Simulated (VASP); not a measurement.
Here is a VASP 6.6.1 calculation.

INCAR

```
SYSTEM = Si3N4
ALGO = Normal
EDIFF = 1E-7
EDIFFG = -0.02
ENCUT = 520
GGA = PE
IBRION = 2
ISIF = 2
ISMEAR = -1
LASPH = .TRUE.
LCHARG = .FALSE.
LREAL = .FALSE.
LWAVE = .FALSE.
NELM = 80
NSW = 80
PREC = Accurate
SIGMA = 0.02
```

KPOINTS

```
k-points
0
G
  4 4 9
  0 0 0
```

The input POSCAR:

```
Si3N4
1.0
    7.6170000000      0.0000000000      0.0000000000
   -3.8085000000      6.5965155006      0.0000000000
    0.0000000000      0.0000000000      2.9716680000
Si N
6 8
Direct
    0.1740483666      0.7679428916      0.2500000000
    0.4061054750      0.1740483666      0.7500000000
    0.2320571084      0.4061054750      0.2500000000
    0.8259516334      0.2320571084      0.7500000000
    0.5938945250      0.8259516334      0.2500000000
    0.7679428916      0.5938945250      0.7500000000
    0.3333333333      0.6666666667      0.2500000000
    0.6666666667      0.3333333333      0.7500000000
    0.3297879503      0.0300001295      0.2500000000
    0.2997878208      0.3297879503      0.7500000000
    0.9699998705      0.2997878208      0.2500000000
    0.6702120497      0.9699998705      0.7500000000
    0.7002121792      0.6702120497      0.2500000000
    0.0300001295      0.7002121792      0.7500000000
```

Potentials or basis: VASP PAW PBE potentials, release 64 (Si, N).

Command:

```bash
$ cat potpaw_PBE.64/Si/POTCAR potpaw_PBE.64/N/POTCAR > POTCAR
$ mpirun -np 1 vasp_std > vasp.out
```

Question: Predict the band gap on the k mesh.

Answer: 3.90 eV (least direct gap 4.21 eV).

Question: What does it give for the energy gained by relaxing?

Answer: 0.9 meV/atom.

Final structure:
```
CELL_PARAMETERS angstrom
7.61700 0.00000 0.00000
-3.80850 6.59652 0.00000
0.00000 0.00000 2.97167
ATOMIC_POSITIONS crystal
Si 0.17433 0.76914 0.25000
Si 0.40520 0.17433 0.75000
Si 0.23087 0.40520 0.25000
Si 0.82567 0.23087 0.75000
Si 0.59480 0.82567 0.25000
Si 0.76913 0.59480 0.75000
N 0.33333 0.66667 0.25000
N 0.66667 0.33333 0.75000
N 0.32983 0.03209 0.25000
N 0.29774 0.32983 0.75000
N 0.96791 0.29774 0.25000
N 0.67017 0.96791 0.75000
N 0.70226 0.67017 0.25000
N 0.03209 0.70226 0.75000
```

Caveat: the cell differs from its parent crystal (z stretched by +2 %); an odd mesh through Γ misses points on the zone boundary, where band edges can lie.
